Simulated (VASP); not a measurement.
# SnO in VASP: notebook

SnO is run at these levels: PBE+D3(BJ); tasks: single point.

All numbers are computed with VASP 6.6.1; they aren't measurements. Logs are shortened: lines on timing, memory, paths and dates and some standing lists are left out, and cuts for length are marked.

## Step 1: The cell of the first run

The cell holds a slab with vacuum, 8 atoms: a = 3.820 Å, b = 3.820 Å, c = 22.226 Å, α = 90.00°, β = 90.00°, γ = 90.00°.

## Step 2: Single point, PBE+D3(BJ) (layers slid over each other)

Contents of INCAR:

```
PREC     = Accurate       # precision mode
ENCUT    = 520            # plane-wave cutoff, eV
EDIFF    = 1E-6           # SCF threshold, eV
ISMEAR   = 0              # smearing method
SIGMA    = 0.05           # smearing width, eV
LREAL    = F              # projectors in reciprocal space
LASPH    = T              # aspherical terms in the spheres
NELM     = 80             # most SCF steps
ALGO     = Normal         # electronic algorithm
ISIF     = 2              # what is computed and relaxed
LWAVE    = F              # write WAVECAR
LCHARG   = T              # write CHGCAR
LDIPOL   = T            
IDIPOL   = 3            
DIPOL    = 0.5 0.5 0.399
GGA      = PE             # functional
IVDW     = 12             # dispersion correction
LELF     = T              # ELF
LVHAR    = T            
LVACPOTAV= T            
NBANDS   = 50             # bands
```

Contents of KPOINTS:

```
regular mesh
0
Gamma
  7 7 1
```

Contents of POSCAR:

```
SnO
1.0
    3.8201630918      0.0000000000      0.0000000000
    0.0000000000      3.8201630918      0.0000000000
    0.0000000000      0.0000000000     22.2260821141
Sn O
4 4
Direct
    0.7500000000      0.2500000000      0.2024648328
    0.2500000000      0.7500000000      0.3087832134
    0.3750000000      0.8750000000      0.4887519537
   -0.1250000000      1.3750000000      0.5950703343
    0.2500000000      0.2500000000      0.2556240231
    0.7500000000      0.7500000000      0.2556240231
   -0.1250000000      0.8750000000      0.5419111440
    0.3750000000      1.3750000000      0.5419111440
```

Potentials or basis: VASP PAW PBE potentials, release 64 (Sn_d, O).

Launch:

```console
> cat potpaw_PBE.64/Sn_d/POTCAR potpaw_PBE.64/O/POTCAR > POTCAR
> mpirun -np 1 vasp_std > vasp.out
```

OUTCAR:

```text
PREC = Accurate
   ENCUT = 520
   EDIFF = 1E-6
   ISMEAR = 0
   LREAL = F
   LASPH = T
   NELM = 80
   ISIF = 2
   GGA = PE
   IVDW = 12
 IVDW          = 12

 ion  position               nearest neighbor table
   1  0.750  0.250  0.202-   5 2.25   6 2.25   6 2.25   5 2.25   2 3.59   2 3.59   2 3.59   2 3.59

   2  0.250  0.750  0.309-   5 2.25   6 2.25   5 2.25   6 2.25   1 3.59   1 3.59   1 3.59   1 3.59

   3  0.375  0.875  0.489-   7 2.25   8 2.25   8 2.25   7 2.25   4 3.59   4 3.59   4 3.59   4 3.59

   4  0.875  0.375  0.595-   7 2.25   8 2.25   7 2.25   8 2.25   3 3.59   3 3.59   3 3.59   3 3.59

   5  0.250  0.250  0.256-   1 2.25   2 2.25   2 2.25   1 2.25
   6  0.750  0.750  0.256-   1 2.25   2 2.25   1 2.25   2 2.25
   7  0.875  0.875  0.542-   3 2.25   3 2.25   4 2.25   4 2.25
   8  0.375  0.375  0.542-   3 2.25   3 2.25   4 2.25   4 2.25

  LATTYP: Found a simple tetragonal cell.
 ALAT       =     3.8201630918
 C/A-ratio  =     5.8180977042

  Lattice vectors:

 A1 = (   3.8201630918,   0.0000000000,   0.0000000000)
 A2 = (   0.0000000000,   3.8201630918,   0.0000000000)
 A3 = (   0.0000000000,   0.0000000000,  22.2260821141)

Analysis of symmetry for initial positions (statically):
=====================================================================
 Subroutine PRICEL returns:
 Original cell was already a primitive cell.

 Routine SETGRP: Setting up the symmetry group for a
 simple tetragonal supercell.

 Subroutine GETGRP returns: Found  4 space group operations
 (whereof  1 operations were pure point group operations)
 out of a pool of 16 trial point group operations.

The static configuration has the point symmetry C_1 .
 The point group associated with its full space group is C_2h.

Analysis of symmetry for dynamics (positions and initial velocities):
=====================================================================
 Subroutine PRICEL returns:
 Original cell was already a primitive cell.

 Routine SETGRP: Setting up the symmetry group for a
 simple tetragonal supercell.

 Subroutine GETGRP returns: Found  4 space group operations
 (whereof  1 operations were pure point group operations)
 out of a pool of 16 trial point group operations.

The dynamic configuration has the point symmetry C_1 .
 The point group associated with its full space group is C_2h.

 Subroutine INISYM returns: Found  4 space group operations
 (whereof  1 operations are pure point group operations),
 and found     1 'primitive' translations

----------------------------------------------------------------------------------------

                                     Primitive cell

  volume of cell :     324.3596

  direct lattice vectors                    reciprocal lattice vectors
     3.820163092  0.000000000  0.000000000     0.261768929  0.000000000  0.000000000
     0.000000000  3.820163092  0.000000000     0.000000000  0.261768929  0.000000000
     0.000000000  0.000000000 22.226082114     0.000000000  0.000000000  0.044992185

  length of vectors
     3.820163092  3.820163092 22.226082114     0.261768929  0.261768929  0.044992185

  position of ions in fractional coordinates (direct lattice)
     0.750000000  0.250000000  0.202464833
     0.250000000  0.750000000  0.308783213
     0.375000000  0.875000000  0.488751954
     0.875000000  0.375000000  0.595070334
     0.250000000  0.250000000  0.255624023
     0.750000000  0.750000000  0.255624023
     0.875000000  0.875000000  0.541911144
     0.375000000  0.375000000  0.541911144

  ion indices of the primitive-cell ions
   primitive index   ion index
                 1           1
                 2           2
                 3           3
                 4           4
                 5           5
                 6           6
                 7           7
                 8           8

----------------------------------------------------------------------------------------

 KPOINTS: regular mesh

Automatic generation of k-mesh.
 Grid dimensions read from file:
 generate k-points for:    7    7    1

 Generating k-lattice:

  Cartesian coordinates                     Fractional coordinates (reciprocal lattice)
     0.037395561  0.000000000  0.000000000     0.142857143  0.000000000  0.000000000
     0.000000000  0.037395561  0.000000000     0.000000000  0.142857143  0.000000000
     0.000000000  0.000000000  0.044992185     0.000000000  0.000000000  1.000000000

  Length of vectors
     0.037395561  0.037395561  0.044992185

  Shift w.r.t. Gamma in fractional coordinates (k-lattice)
     0.000000000  0.000000000  0.000000000

 Subroutine IBZKPT returns following result:
 ===========================================

 Found     16 irreducible k-points:

 Following reciprocal coordinates:
            Coordinates               Weight
  0.000000  0.000000  0.000000      1.000000
  0.142857  0.000000  0.000000      4.000000
  0.285714  0.000000  0.000000      4.000000
  0.428571  0.000000  0.000000      4.000000
  0.142857  0.142857  0.000000      2.000000
 -0.142857  0.142857  0.000000      2.000000
[... 8 lines left out ...]
  0.428571  0.428571  0.000000      2.000000
 -0.428571  0.428571  0.000000      2.000000
   k-points           NKPTS =     16   k-points in BZ     NKDIM =     16   number of bands    NBANDS=     50
   number of dos      NEDOS =    301   number of ions     NIONS =      8
   total plane-waves  NPLWV = 131712
   dimension x,y,z NGX =    28 NGY =   28 NGZ =  168
   dimension x,y,z NGXF=    56 NGYF=   56 NGZF=  336
   ions per type =               4   4
   NGX,Y,Z   is equivalent  to a cutoff of  12.19, 12.19, 12.57 a.u.
   NGXF,Y,Z  is equivalent  to a cutoff of  24.37, 24.37, 25.13 a.u.
 SYSTEM =  unknown system
   PREC   = accura    normal or accurate (medium, high low for compatibility)
   ISTART =      0    job   : 0-new  1-cont  2-samecut
   ICHARG =      2    charge: 1-file 2-atom 10-const
   ISPIN  =      1    spin polarized calculation?
   LNONCOLLINEAR =      F non collinear calculations
   LSORBIT =      F    spin-orbit coupling
   LASPH  =      T    aspherical Exc in radial PAW
   ENCUT  =  520.0 eV  38.22 Ry    6.18 a.u.   7.10  7.10 41.33*2*pi/ulx,y,z
   NELM   =     80;   NELMIN=  2; NELMDL= -5     # of ELM steps
   EDIFF  = 0.1E-05   stopping-criterion for ELM
   LREAL  =      F    real-space projection
   EDIFFG = 0.1E-04   stopping-criterion for IOM
   NSW    =      0    number of steps for IOM
   IBRION =     -1    ionic relax: 0-MD 1-quasi-New 2-CG
   NFREE  =      0    steps in history (QN), initial steepest desc. (CG)
   ISIF   =      2    stress and relaxation
   ISYM   =      2    0-nonsym 1-usesym 2-fastsym
   POTIM  = 0.5000    time-step for ionic-motion
   TEBEG  =    0.0;   TEEND  =   0.0 temperature during run
   PSTRESS=    0.0 pullay stress
   NELECT =      80.0000    total number of electrons
   NUPDOWN=      -1.0000    fix difference up-down
   EMIN   =  10.00;   EMAX   =-10.00  energy-range for DOS
   EFERMI =   0.00;   METHOD = LEGACY
   ISMEAR =     0;   SIGMA  =   0.05  broadening in eV -4-tet -1-fermi 0-gaus
   EFERMI_NEDOS =   21; number of points for ismear=-14 and -15
   IALGO  =     38    algorithm
   IMIX   =      4    mixing-type and parameters
     AMIX     =   0.40;   BMIX     =  1.00
     AMIX_MAG =   1.60;   BMIX_MAG =  1.00
  volume/ion in A,a.u.               =      40.54       273.61
  Fermi-wavevector in a.u.,A,eV,Ry     =   1.026666  1.940118 14.341131  1.054043
  Thomas-Fermi vector in A             =   2.160571
   LORBIT       =      0    0 simple, 1 ext, 2 COOP (PROOUT), +10 PAW based schemes
   GGA     = PE    functional components
   LHFCALC =     F    Hartree Fock is set to
   AEXX    =    0.0000 exact exchange contribution
   IVDW    =    12    specifies the selected vdW correction
   LEPSILON=     F    determine dielectric tensor
   LRPA    =     F    only Hartree local field effects (RPA)
 non-spin polarized calculation
 Gauss-broadening in eV      SIGMA  =   0.05
  energy-cutoff  :      520.00
  volume of cell :      324.36
 maximum number of plane-waves:      8769
   NGX = 15   NGY = 15   NGZ = 83

 dipolmoment           0.000000      0.000000     -0.000002 electrons x Angstroem

 number of electron      79.9999971 magnetization

 dipolmoment           0.000000      0.000000      0.000000 electrons x Angstroem

 Free energy of the ion-electron system (eV)
  ---------------------------------------------------
  ext. energy  EPLUGINS =         0.00000000
  ---------------------------------------------------
  free energy    TOTEN  =       -45.10183298 eV

  energy without entropy =      -45.10183298  energy(sigma->0) =      -45.10183298

 E-fermi :   0.1764     XC(G=0):  -5.2883

 val. band max:       -0.1112966379   @ k =  -0.1429   0.1429   0.0000
 cond. band min:       2.1834706338   @ k =   0.4286   0.0000   0.0000
 fundamental gap:      2.2947672717
 Fermi energy:         0.1763592890

 k-point     1 :       0.0000    0.0000    0.0000
  band No.  band energies     occupation
      1     -21.0396      2.00000
      2     -21.0395      2.00000
      3     -20.6791      2.00000
      4     -20.6791      2.00000
      5     -20.6429      2.00000
      6     -20.6427      2.00000
[... 42 lines left out ...]
     49       5.2181      0.00000
     50       5.2253      0.00000

 k-point     2 :       0.1429    0.0000    0.0000
  band No.  band energies     occupation
      1     -21.0307      2.00000
      2     -21.0306      2.00000
      3     -20.6800      2.00000
      4     -20.6797      2.00000
      5     -20.6445      2.00000
      6     -20.6437      2.00000
[... 42 lines left out ...]
     49       5.3995      0.00000
     50       5.5072      0.00000

 k-point     3 :       0.2857    0.0000    0.0000
  band No.  band energies     occupation
      1     -21.0059      2.00000
      2     -21.0057      2.00000
      3     -20.7770      2.00000
      4     -20.7763      2.00000
      5     -20.6484      2.00000
      6     -20.6478      2.00000
[... 42 lines left out ...]
     49       5.6301      0.00000
     50       5.7071      0.00000

 k-point     4 :       0.4286    0.0000    0.0000
  band No.  band energies     occupation
      1     -20.9624      2.00000
      2     -20.9619      2.00000
      3     -20.8878      2.00000
      4     -20.8872      2.00000
      5     -20.6513      2.00000
      6     -20.6508      2.00000
[... 575 lines left out ...]
 k-point    15 :       0.4286    0.4286    0.0000
  band No.  band energies     occupation
      1     -20.9817      2.00000
      2     -20.9806      2.00000
      3     -20.9675      2.00000
      4     -20.9669      2.00000
      5     -20.6461      2.00000
      6     -20.6457      2.00000
[... 42 lines left out ...]
     49       5.8625      0.00000
     50       6.1700      0.00000

 k-point    16 :      -0.4286    0.4286    0.0000
  band No.  band energies     occupation
      1     -20.9814      2.00000
      2     -20.9808      2.00000
      3     -20.9678      2.00000
      4     -20.9667      2.00000
      5     -20.6460      2.00000
      6     -20.6457      2.00000
[... 42 lines left out ...]
     49       5.8712      0.00000
     50       6.2011      0.00000

------------------------ aborting loop because EDIFF is reached ----------------------------------------

 Edisp (eV)   -1.25393

 E8    (eV) :    -0.5541

  FORCE on cell =-STRESS in cart. coord.  units (eV):
  Direction    XX          YY          ZZ          XY          YZ          ZX
  --------------------------------------------------------------------------------------
  -------------------------------------------------------------------------------------
  Total       0.32095     0.32095     0.67291     0.02432     0.28811     0.28811
  in kB       1.58532     1.58532     3.32383     0.12015     1.42314     1.42314
  external pressure =        2.16 kB  Pullay stress =        0.00 kB

 VOLUME and BASIS-vectors are now :
 -----------------------------------------------------------------------------
  energy-cutoff  :      520.00
  volume of cell :      324.36
      direct lattice vectors                 reciprocal lattice vectors
     3.820163092  0.000000000  0.000000000     0.261768929  0.000000000  0.000000000
     0.000000000  3.820163092  0.000000000     0.000000000  0.261768929  0.000000000
     0.000000000  0.000000000 22.226082114     0.000000000  0.000000000  0.044992185

 POSITION                                       TOTAL-FORCE (eV/Angst)
 -----------------------------------------------------------------------------------
      2.86512      0.95504      4.50000        -0.005380     -0.005380     -0.082118
      0.95504      2.86512      6.86304        -0.033781     -0.033781     -0.018794
      1.43256      3.34264     10.86304         0.033781      0.033781      0.018794
      3.34264      1.43256     13.22608         0.005380      0.005380      0.082118
      0.95504      0.95504      5.68152         0.010804     -0.027440     -0.002847
      2.86512      2.86512      5.68152        -0.027440      0.010804     -0.002847
      3.34264      3.34264     12.04456         0.027440     -0.010804      0.002847
      1.43256      1.43256     12.04456        -0.010804      0.027440      0.002847
 -----------------------------------------------------------------------------------
    total drift:                               -0.000000     -0.000000      0.000003

  FREE ENERGIE OF THE ION-ELECTRON SYSTEM (eV)
  ---------------------------------------------------
  free  energy   TOTEN  =       -46.3557647159 eV

  energy  without entropy=      -46.3557647159  energy(sigma->0) =      -46.35576472

 vacuum level on the upper side and lower side of the slab         4.945         4.945
```

Wall time 3 min (1 thread of Intel Xeon 6975P-C (Granite Rapids), shared host); peak memory 0.43 GiB.

Results:

```
Free energy                : -46.3558 eV
Largest force              : 0.082 eV/Å
Band gap on the k mesh     : 2.29 eV (least direct gap 2.50 eV)
Dispersion energy per atom : -0.157 eV
```

Forces in eV/Å, atoms in the order of the input:
```
Sn  -0.005 -0.005 -0.082
Sn  -0.034 -0.034 -0.019
Sn   0.034  0.034  0.019
Sn   0.005  0.005  0.082
O    0.011 -0.027 -0.003
O   -0.027  0.011 -0.003
O    0.027 -0.011  0.003
O   -0.011  0.027  0.003
```

Caveat: the cell differs from its parent crystal (layers slid over each other); spin-orbit coupling is left out, which moves the levels of the heavy elements.

## Step 3: Single point, PBE+D3(BJ) (layers slid over each other)

Contents of INCAR:

```
PREC = Accurate
ENCUT = 520
EDIFF = 1E-6
ISMEAR = 0
SIGMA = 0.05
LREAL = False
LASPH = True
NELM = 80
ALGO = Normal
ISIF = 2
LWAVE = False
LCHARG = False
LDIPOL = True
IDIPOL = 3
DIPOL = 0.5 0.5 0.399
GGA = PE
IVDW = 12
NBANDS = 50
```

KPOINTS is that of step 2.

Contents of POSCAR:

```
SnO
1.0
    3.8201630918      0.0000000000      0.0000000000
    0.0000000000      3.8201630918      0.0000000000
    0.0000000000      0.0000000000     22.2260821141
Sn O
4 4
Direct
    0.7500000000      0.2500000000      0.2024648328
    0.2500000000      0.7500000000      0.3087832134
    0.6250000000      1.1250000000      0.4887519537
    0.1250000000      1.6250000000      0.5950703343
    0.2500000000      0.2500000000      0.2556240231
    0.7500000000      0.7500000000      0.2556240231
    0.1250000000      1.1250000000      0.5419111440
    0.6250000000      1.6250000000      0.5419111440
```

Potentials or basis: VASP PAW PBE potentials, release 64 (Sn_d, O).

Launch:

```console
> cat potpaw_PBE.64/Sn_d/POTCAR potpaw_PBE.64/O/POTCAR > POTCAR
> mpirun -np 1 vasp_std > vasp.out
```

It took 3.6 min on 1 thread of Intel Xeon 6975P-C (Granite Rapids), shared host; peak memory 0.43 GiB.

Results (log left out):

* Free energy: -46.4534 eV
* Largest force: 0.176 eV/Å
* Band gap on the k mesh: 2.52 eV (least direct gap 2.54 eV)
* Dispersion energy per atom: -0.157 eV

Forces in eV/Å, atoms in the order of the input:
```
Sn  -0.003 -0.003 -0.076
Sn  -0.013 -0.013  0.175
Sn   0.013  0.013 -0.175
Sn   0.003  0.003  0.076
O    0.006 -0.017  0.014
O   -0.017  0.006  0.014
O    0.017 -0.006 -0.014
O   -0.006  0.017 -0.014
```

Levels at points of the mesh, in eV from the valence-band top:
```csv
k point,band 37,band 38,band 39,band 40,band 41,band 42,band 43,band 44
"(0.00, 0.00, 0.00)",-1.97,-1.97,-0.64,-0.02,2.52,2.84,2.85,3.87
```

Caveat: the cell differs from its parent crystal (layers slid over each other); spin-orbit coupling is left out, which moves the levels of the heavy elements.
